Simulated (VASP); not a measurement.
# La3O2 (Pm-3m) in VASP: further runs

The runs below take La3O2 through single point, relaxation of cell and atoms, with PBE.

All numbers are computed with VASP 6.6.1; they aren't measurements. Logs are shortened: lines on timing, memory, paths and dates and some standing lists are left out, and cuts for length are marked.

## 1. The cell of the first run

The structure is cubic, space group Pm-3m (No. 221). Conventional cell: a = 4.857 Å, b = 4.857 Å, c = 4.857 Å, α = 90.00°, β = 90.00°, γ = 90.00°. La (site symmetry 4/mmm) has 2 O at 2.43 Å within 3.2 Å. Within 3.2 Å of O (site symmetry m-3m) lie 6 La at 2.43 Å. O (site symmetry m-3m) has 12 La at 3.43 Å and 8 O at 4.21 Å within 4.5 Å.

## 2. Single point, PBE

File INCAR:

```
SYSTEM = La3O2
PREC = Accurate
ENCUT = 520
EDIFF = 1E-6
ISMEAR = 0
SIGMA = 0.1
LREAL = .FALSE.
LASPH = .TRUE.
NELM = 100
ALGO = Normal
ISIF = 2
LWAVE = .FALSE.
LCHARG = .FALSE.
GGA = PE
NBANDS = 30
```

File KPOINTS:

```
regular mesh
0
G
  4 4 4
  0 0 0
```

File POSCAR:

```
La3O2
1.0
    4.8574135804      0.0000000000      0.0000000000
    0.0000000000      4.8574135804      0.0000000000
    0.0000000000      0.0000000000      4.8574135804
La O
3 2
Direct
    0.0000000000      0.5000000000      0.5000000000
    0.5000000000      0.0000000000      0.5000000000
    0.5000000000      0.5000000000      0.0000000000
    0.5000000000      0.5000000000      0.5000000000
    0.0000000000      0.0000000000      0.0000000000
```

Potentials or basis: VASP PAW PBE potentials, release 64 (La, O).

Started as:

```
cat potpaw_PBE.64/La/POTCAR potpaw_PBE.64/O/POTCAR > POTCAR
mpirun -np 1 vasp_std > vasp.out
```

OUTCAR:

```text
SYSTEM = La3O2
   PREC = Accurate
   ENCUT = 520
   EDIFF = 1E-6
   ISMEAR = 0
   LREAL = .FALSE.
   LASPH = .TRUE.
   NELM = 100
   ISIF = 2
   GGA = PE

 ion  position               nearest neighbor table
   1  0.000  0.500  0.500-   4 2.43   4 2.43   2 3.43   3 3.43   2 3.43   2 3.43   3 3.43   3 3.43
                             3 3.43   2 3.43
   2  0.500  0.000  0.500-   4 2.43   4 2.43   1 3.43   3 3.43   1 3.43   3 3.43   3 3.43   3 3.43
                             1 3.43   1 3.43
   3  0.500  0.500  0.000-   4 2.43   4 2.43   1 3.43   1 3.43   2 3.43   2 3.43   2 3.43   2 3.43
                             1 3.43   1 3.43
   4  0.500  0.500  0.500-   1 2.43   2 2.43   3 2.43   3 2.43   2 2.43   1 2.43
   5  0.000  0.000  0.000-

  LATTYP: Found a simple cubic cell.
 ALAT       =     4.8574135804

  Lattice vectors:

 A1 = (   4.8574135804,   0.0000000000,   0.0000000000)
 A2 = (   0.0000000000,   4.8574135804,   0.0000000000)
 A3 = (   0.0000000000,   0.0000000000,   4.8574135804)

Analysis of symmetry for initial positions (statically):
=====================================================================
 Subroutine PRICEL returns:
 Original cell was already a primitive cell.

 Routine SETGRP: Setting up the symmetry group for a
 simple cubic supercell.

 Subroutine GETGRP returns: Found 48 space group operations
 (whereof 48 operations were pure point group operations)
 out of a pool of 48 trial point group operations.

The static configuration has the point symmetry O_h .

Analysis of symmetry for dynamics (positions and initial velocities):
=====================================================================
 Subroutine PRICEL returns:
 Original cell was already a primitive cell.

 Routine SETGRP: Setting up the symmetry group for a
 simple cubic supercell.

 Subroutine GETGRP returns: Found 48 space group operations
 (whereof 48 operations were pure point group operations)
 out of a pool of 48 trial point group operations.

The dynamic configuration has the point symmetry O_h .

 Subroutine INISYM returns: Found 48 space group operations
 (whereof 48 operations are pure point group operations),
 and found     1 'primitive' translations

----------------------------------------------------------------------------------------

                                     Primitive cell

  volume of cell :     114.6081

  direct lattice vectors                    reciprocal lattice vectors
     4.857413580  0.000000000  0.000000000     0.205870878  0.000000000  0.000000000
     0.000000000  4.857413580  0.000000000     0.000000000  0.205870878  0.000000000
     0.000000000  0.000000000  4.857413580     0.000000000  0.000000000  0.205870878

  length of vectors
     4.857413580  4.857413580  4.857413580     0.205870878  0.205870878  0.205870878

  position of ions in fractional coordinates (direct lattice)
     0.000000000  0.500000000  0.500000000
     0.500000000  0.000000000  0.500000000
     0.500000000  0.500000000  0.000000000
     0.500000000  0.500000000  0.500000000
     0.000000000  0.000000000  0.000000000

  ion indices of the primitive-cell ions
   primitive index   ion index
                 1           1
                 2           2
                 3           3
                 4           4
                 5           5

----------------------------------------------------------------------------------------

 KPOINTS: regular mesh

Automatic generation of k-mesh.
 Grid dimensions read from file:
 generate k-points for:    4    4    4

 Generating k-lattice:

  Cartesian coordinates                     Fractional coordinates (reciprocal lattice)
     0.051467720  0.000000000  0.000000000     0.250000000  0.000000000  0.000000000
     0.000000000  0.051467720  0.000000000     0.000000000  0.250000000  0.000000000
     0.000000000  0.000000000  0.051467720     0.000000000  0.000000000  0.250000000

  Length of vectors
     0.051467720  0.051467720  0.051467720

  Shift w.r.t. Gamma in fractional coordinates (k-lattice)
     0.000000000  0.000000000  0.000000000

 Subroutine IBZKPT returns following result:
 ===========================================

 Found     10 irreducible k-points:

 Following reciprocal coordinates:
            Coordinates               Weight
  0.000000  0.000000  0.000000      1.000000
  0.250000  0.000000  0.000000      6.000000
  0.500000  0.000000  0.000000      3.000000
  0.250000  0.250000  0.000000     12.000000
  0.500000  0.250000  0.000000     12.000000
  0.500000  0.500000  0.000000      3.000000
  0.250000  0.250000  0.250000      8.000000
  0.500000  0.250000  0.250000     12.000000
  0.500000  0.500000  0.250000      6.000000
  0.500000  0.500000  0.500000      1.000000
   k-points           NKPTS =     10   k-points in BZ     NKDIM =     10   number of bands    NBANDS=     30
   number of dos      NEDOS =    301   number of ions     NIONS =      5
   total plane-waves  NPLWV =  46656
   dimension x,y,z NGX =    36 NGY =   36 NGZ =   36
   dimension x,y,z NGXF=    72 NGYF=   72 NGZF=   72
   ions per type =               3   2
   NGX,Y,Z   is equivalent  to a cutoff of  12.32, 12.32, 12.32 a.u.
   NGXF,Y,Z  is equivalent  to a cutoff of  24.64, 24.64, 24.64 a.u.
 SYSTEM =  La3O2
   PREC   = accura    normal or accurate (medium, high low for compatibility)
   ISTART =      0    job   : 0-new  1-cont  2-samecut
   ICHARG =      2    charge: 1-file 2-atom 10-const
   ISPIN  =      1    spin polarized calculation?
   LNONCOLLINEAR =      F non collinear calculations
   LSORBIT =      F    spin-orbit coupling
   LASPH  =      T    aspherical Exc in radial PAW
   ENCUT  =  520.0 eV  38.22 Ry    6.18 a.u.   9.03  9.03  9.03*2*pi/ulx,y,z
   NELM   =    100;   NELMIN=  2; NELMDL= -5     # of ELM steps
   EDIFF  = 0.1E-05   stopping-criterion for ELM
   LREAL  =      F    real-space projection
   EDIFFG = 0.1E-04   stopping-criterion for IOM
   NSW    =      0    number of steps for IOM
   IBRION =     -1    ionic relax: 0-MD 1-quasi-New 2-CG
   NFREE  =      0    steps in history (QN), initial steepest desc. (CG)
   ISIF   =      2    stress and relaxation
   ISYM   =      2    0-nonsym 1-usesym 2-fastsym
   POTIM  = 0.5000    time-step for ionic-motion
   TEBEG  =    0.0;   TEEND  =   0.0 temperature during run
   PSTRESS=    0.0 pullay stress
   NELECT =      45.0000    total number of electrons
   NUPDOWN=      -1.0000    fix difference up-down
   EMIN   =  10.00;   EMAX   =-10.00  energy-range for DOS
   EFERMI =   0.00;   METHOD = LEGACY
   ISMEAR =     0;   SIGMA  =   0.10  broadening in eV -4-tet -1-fermi 0-gaus
   EFERMI_NEDOS =   21; number of points for ismear=-14 and -15
   IALGO  =     38    algorithm
   IMIX   =      4    mixing-type and parameters
     AMIX     =   0.40;   BMIX     =  1.00
     AMIX_MAG =   1.60;   BMIX_MAG =  1.00
  volume/ion in A,a.u.               =      22.92       154.68
  Fermi-wavevector in a.u.,A,eV,Ry     =   1.198783  2.265371 19.552671  1.437081
  Thomas-Fermi vector in A             =   2.334663
   LORBIT       =      0    0 simple, 1 ext, 2 COOP (PROOUT), +10 PAW based schemes
   GGA     = PE    functional components
   LHFCALC =     F    Hartree Fock is set to
   AEXX    =    0.0000 exact exchange contribution
   IVDW    =     0    specifies the selected vdW correction
   LEPSILON=     F    determine dielectric tensor
   LRPA    =     F    only Hartree local field effects (RPA)
 non-spin polarized calculation
 Gauss-broadening in eV      SIGMA  =   0.10
  energy-cutoff  :      520.00
  volume of cell :      114.61
 maximum number of plane-waves:      3136
   NGX = 19   NGY = 19   NGZ = 19

 number of electron      44.9999984 magnetization

 Free energy of the ion-electron system (eV)
  ---------------------------------------------------
  ext. energy  EPLUGINS =         0.00000000
  ---------------------------------------------------
  free energy    TOTEN  =       -30.44501260 eV

  energy without entropy =      -30.41680885  energy(sigma->0) =      -30.43091073

 E-fermi :   8.5861     XC(G=0): -10.0775

 val. band max:        8.4099498371   @ k =   0.2500   0.2500   0.0000
 cond. band min:       8.5945737133   @ k =   0.2500   0.2500   0.0000
 fundamental gap:      0.1846238762
 Fermi energy:         8.5860549417

 k-point     1 :       0.0000    0.0000    0.0000
  band No.  band energies     occupation
      1     -24.7286      2.00000
      2     -24.1443      2.00000
      3     -24.1443      2.00000
      4     -11.5146      2.00000
      5      -9.3674      2.00000
      6      -9.3674      2.00000
[... 22 lines left out ...]
     29      10.3337      0.00000
     30      10.3337      0.00000

 k-point     2 :       0.2500    0.0000    0.0000
  band No.  band energies     occupation
      1     -24.6567      2.00000
      2     -24.2173      2.00000
      3     -24.1431      2.00000
      4     -11.9514      2.00000
      5      -9.2410      2.00000
      6      -9.2410      2.00000
[... 22 lines left out ...]
     29      10.2715      0.00000
     30      10.2955      0.00000

 k-point     3 :       0.5000    0.0000    0.0000
  band No.  band energies     occupation
      1     -24.5429      2.00000
      2     -24.3322      2.00000
      3     -24.1419      2.00000
      4     -12.2568      2.00000
      5      -9.0735      2.00000
      6      -9.0735      2.00000
[... 22 lines left out ...]
     29       9.7474      0.00000
     30      10.0616      0.00000

 k-point     4 :       0.2500    0.2500    0.0000
  band No.  band energies     occupation
      1     -24.5908      2.00000
      2     -24.2378      2.00000
      3     -24.1848      2.00000
      4     -12.3350      2.00000
      5      -9.1042      2.00000
      6      -8.8894      2.00000
[... 154 lines left out ...]
     29      10.1747      0.00000
     30      10.2486      0.00000

 k-point     9 :       0.5000    0.5000    0.2500
  band No.  band energies     occupation
      1     -24.3354      2.00000
      2     -24.3262      2.00000
      3     -24.3262      2.00000
      4     -13.2396      2.00000
      5      -9.0492      2.00000
      6      -8.7418      2.00000
[... 22 lines left out ...]
     29      10.1883      0.00000
     30      10.2084      0.00000

 k-point    10 :       0.5000    0.5000    0.5000
  band No.  band energies     occupation
      1     -24.3243      2.00000
      2     -24.3243      2.00000
      3     -24.3243      2.00000
      4     -13.5127      2.00000
      5      -8.9647      2.00000
      6      -8.9647      2.00000
[... 22 lines left out ...]
     29       9.8341      0.00000
     30       9.8342      0.00000

------------------------ aborting loop because EDIFF is reached ----------------------------------------

  FORCE on cell =-STRESS in cart. coord.  units (eV):
  Direction    XX          YY          ZZ          XY          YZ          ZX
  --------------------------------------------------------------------------------------
  -------------------------------------------------------------------------------------
  Total       -0.1161862     -0.1161862     -0.1161862      0.0000000     -0.0000000      0.0000000
  in kB       -1.6242384     -1.6242384     -1.6242384      0.0000000     -0.0000000      0.0000000
  external PRESSURE =      -1.6242384 kB  Pullay stress =       0.0000000 kB

 VOLUME and BASIS-vectors are now :
 -----------------------------------------------------------------------------
  energy-cutoff  :      520.00
  volume of cell :      114.61
      direct lattice vectors                 reciprocal lattice vectors
     4.857413580  0.000000000  0.000000000     0.205870878  0.000000000  0.000000000
     0.000000000  4.857413580  0.000000000     0.000000000  0.205870878  0.000000000
     0.000000000  0.000000000  4.857413580     0.000000000  0.000000000  0.205870878

 POSITION                                       TOTAL-FORCE (eV/Angst)
 -----------------------------------------------------------------------------------
      0.00000      2.42871      2.42871         0.000000      0.000000      0.000000
      2.42871      0.00000      2.42871         0.000000      0.000000      0.000000
      2.42871      2.42871      0.00000         0.000000      0.000000      0.000000
      2.42871      2.42871      2.42871         0.000000      0.000000      0.000000
      0.00000      0.00000      0.00000         0.000000      0.000000      0.000000
 -----------------------------------------------------------------------------------
    total drift:                                0.000000      0.000000      0.000000

  FREE ENERGIE OF THE ION-ELECTRON SYSTEM (eV)
  ---------------------------------------------------
  free  energy   TOTEN  =       -30.4450126035 eV

  energy  without entropy=      -30.4168088504  energy(sigma->0) =      -30.43091073
```

Run time: 91 s. Hardware: 1 thread of Intel Xeon 8259CL, shared host; peak memory 0.22 GiB.

What came out:

```
Free energy : -30.4450 eV
Pressure    : -0.2 GPa
```

Caveat: spin-orbit coupling is left out, which moves the levels of the heavy elements; an odd number of electrons without spin polarisation forces a metal; a magnetic or distorted state may lie lower.

## 3. Single point, PBE

This run uses another cell than the first one, of 23.20 Å³/atom, 1.012 times its volume.

File INCAR:

```
SYSTEM = La3O2
ALGO = Normal ; EDIFF = 1E-7
ENCUT = 520 ; GGA = PE
ISIF = 2 ; ISMEAR = 0
LASPH = .True. ; LCHARG = .False.
LREAL = .False. ; LWAVE = .False.
NBANDS = 30 ; NELM = 80
PREC = Accurate ; SIGMA = 0.1
```

File KPOINTS:

```
k-points
0
Gamma
  4 4 4
  0 0 0
```

Changes to POSCAR since step 2:

```diff
@@ -2,5 +2,5 @@
 1.0
-    4.8574135804      0.0000000000      0.0000000000
-    0.0000000000      4.8574135804      0.0000000000
-    0.0000000000      0.0000000000      4.8574135804
+    4.8766794300      0.0000000000      0.0000000000
+    0.0000000000      4.8766794300      0.0000000000
+    0.0000000000      0.0000000000      4.8766794300
 La O
```

Potentials or basis: VASP PAW PBE potentials, release 64 (La, O).

Started as:

```
cat potpaw_PBE.64/La/POTCAR potpaw_PBE.64/O/POTCAR > POTCAR
mpirun -np 1 vasp_std > vasp.out
```

Run time: 2.3 min. Hardware: 1 thread of Intel Xeon 8259CL, shared host; peak memory 0.22 GiB.

The run converged. Its results:

```
Free energy : -30.4413 eV
Pressure    : -0.9 GPa
```

Levels at points of the mesh, in eV from the Fermi level:
| k point | band 19 | band 20 | band 21 | band 22 | band 23 | band 24 |
| --- | --- | --- | --- | --- | --- | --- |
| (0.00, 0.00, 0.00) | -2.40 | -2.40 | -1.60 | -1.53 | -1.53 | -1.53 |
| (0.50, 0.00, 0.00) | -2.73 | -2.73 | -1.25 | 0.02 | 0.47 | 0.62 |
| (0.50, 0.50, 0.00) | -2.87 | -2.87 | 0.62 | 0.62 | 0.67 | 0.67 |
| (0.50, 0.50, 0.50) | -2.49 | -2.49 | -0.97 | 0.35 | 0.35 | 0.35 |

Caveat: spin-orbit coupling is left out, which moves the levels of the heavy elements; an odd number of electrons without spin polarisation forces a metal; a magnetic or distorted state may lie lower.

## 4. Single point, PBE

This run uses another cell than the first one, of 22.98 Å³/atom, 1.002 times its volume.

File INCAR:

```
PREC = Accurate ; ENCUT = 520
EDIFF = 1E-6 ; ISMEAR = 0
SIGMA = 0.1 ; LREAL = F
LASPH = T ; NELM = 80
ALGO = Normal ; ISIF = 2
LWAVE = F ; LCHARG = T
GGA = PE ; LELF = T
LVHAR = T ; NBANDS = 30
```

File KPOINTS:

```
Automatic mesh
0
Gamma
  8 8 8
```

Changes to POSCAR since step 3:

```diff
@@ -2,5 +2,5 @@
 1.0
-    4.8766794300      0.0000000000      0.0000000000
-    0.0000000000      4.8766794300      0.0000000000
-    0.0000000000      0.0000000000      4.8766794300
+    4.8613446916      0.0000000000      0.0000000000
+    0.0000000000      4.8613446916      0.0000000000
+    0.0000000000      0.0000000000      4.8613446916
 La O
```

Started as:

```
cat potpaw_PBE.64/La/POTCAR potpaw_PBE.64/O/POTCAR > POTCAR
mpirun -np 1 vasp_std > vasp.out
```

Run time: 5.3 min. Hardware: 1 thread of Intel Xeon 8259CL, shared host; peak memory 0.28 GiB.

It converged, with:

| Item | Value |
| --- | --- |
| Free energy | -30.2861 eV |
| Pressure | -0.1 GPa |

Levels at points of the mesh, in eV from the Fermi level:
```csv
k point,band 18,band 19,band 20,band 21,band 22,band 23,band 24,band 25
"(0.00, 0.00, 0.00)",-2.49,-2.49,-2.49,-1.61,-1.59,-1.59,-1.59,-1.25
"(0.50, 0.00, 0.00)",-3.50,-2.82,-2.82,-1.31,-0.01,0.46,0.63,0.68
"(0.50, 0.50, 0.00)",-3.13,-2.95,-2.95,0.60,0.60,0.66,0.66,0.80
"(0.50, 0.50, 0.50)",-2.58,-2.58,-2.58,-1.01,0.32,0.32,0.32,0.99
```

Caveat: spin-orbit coupling is left out, which moves the levels of the heavy elements; an odd number of electrons without spin polarisation forces a metal; a magnetic or distorted state may lie lower.

[end of part 1 of 2]
